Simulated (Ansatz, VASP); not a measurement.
# FeNi3: VASP beside Ansatz

```
Fe Ni
1.0
     3.56060    0.00000    0.00000
     0.00000    3.56060    0.00000
     0.00000    0.00000    3.56060
Fe Ni
1 3
Cartesian
  0.0000 0.0000 0.0000
  0.0000 1.7803 1.7803
  1.7803 0.0000 1.7803
  1.7803 1.7803 0.0000
```

Alike in both runs: task single point; functional r2SCAN; k mesh 12 × 12 × 12; occupations gaussian, width 0.05 eV; collinear spin.

|  | VASP | Ansatz |
| --- | --- | --- |
| version | VASP 6.6.1 | Ansatz 0.2.0 |
| potentials or method | VASP PAW PBE potentials, release 64 (Fe, Ni), cutoff 520 eV | scalar-relativistic, plane waves, PAW |
| valence electrons in the cell | 38 | 70 |

Ansatz gave:

```
gap on the k mesh at the Fermi level (eV)                     : none
pressure (GPa)                                                : -7.7
net moment per atom (μB)                                      : 1.33
size of the moment on the site where the two differ most (μB) : 0.81
```

Q: Which values does VASP return?

A: gap on the k mesh at the Fermi level (eV): none; pressure (GPa): -7.4; net moment per atom (μB): 1.33; size of the moment on the site where the two differ most (μB): 0.74.

VASP's potentials were made for PBE, not for r2SCAN. Site moments also hang on the region over which each program counts them. A gap of «none» marks a metal or a gap that the smearing closes. The functional is the same, so the differences come from potentials, cutoffs and numerics. VASP's potentials hold 38 valence electrons a cell and Ansatz's 70, so a difference there can come from the potentials and not from the codes. Ansatz's warnings: stability check not made.
